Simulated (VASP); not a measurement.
The system is Sc4Mo.

```
Sc Mo
1.0
     3.09057    0.00000    0.00000
    -1.54529    2.67651    0.00000
     0.00000    0.00000    9.93768
Sc Mo
4 1
Cartesian
  0.0000 1.7843 8.6046
  0.0000 1.7843 3.7445
  1.5453 0.8922 1.3331
  1.5453 0.8922 6.1932
  0.0000 0.0000 0.0000
```

- Program: VASP 6.6.1
- Task: relaxation of cell and atoms
- Functional: PBE
- Potentials or basis: VASP PAW PBE potentials, release 64 (Sc_sv, Mo_sv)
- Cutoff: 600 eV
- k mesh: 6 × 6 × 2
- Occupations: gaussian, width 0.1 eV
- Spin: no spin polarisation

At the start: pressure 55.1 GPa; volume 16.44 Å³/atom.

Question: Where does the relaxation end?

Answer: Over 16 steps the energy falls by 1425.6 meV/atom and the volume is 22.49 Å³/atom (+36.8 %); space group P-3m1 (No. 164, to 0.05 Å).

The path:
```
step  energy change (eV)  largest force (eV/Å)  pressure (GPa)  volume (Å³)
   1              0.0000                7.4883           55.06        82.20
   2             -3.2399                1.3464          -13.18       169.41
   3             -6.3263                0.9609           -2.96       122.37
   4             -6.3531                0.9688           -1.67       119.94
   5             -6.3572                0.9731           -0.74       118.35
   6             -6.7152                0.7883           -1.36       117.80
   7             -7.0618                0.4245           -1.85       116.15
   8             -7.0713                0.3812           -1.80       115.81
   9             -7.0955                0.2387            1.72       110.29
  10             -7.1017                0.2895            0.56       111.97
  11             -7.1188                0.1699            0.39       112.09
  12             -7.1258                0.0772            0.21       112.23
  13             -7.1258                0.0803            0.22       112.22
  14             -7.1271                0.0209           -0.34       112.96
  15             -7.1272                0.0306           -0.24       112.83
  16             -7.1282                0.0258           -0.06       112.44
```

Final structure:
```
Sc Mo
1.0
     3.24791    0.00000    0.00000
    -1.62396    2.81278    0.00000
     0.00000    0.00000   12.30766
Sc Mo
4 1
Cartesian
  0.0000 1.8752 10.2516
  0.0000 1.8752 4.8679
  1.6240 0.9376 2.0561
  1.6240 0.9376 7.4398
  -1.6240 2.8128 0.0000
```

Caveat: the k points lie up to 0.37 Å⁻¹ apart in the final cell; the volume moved by over 15 % at a fixed basis, so the end points are rough.
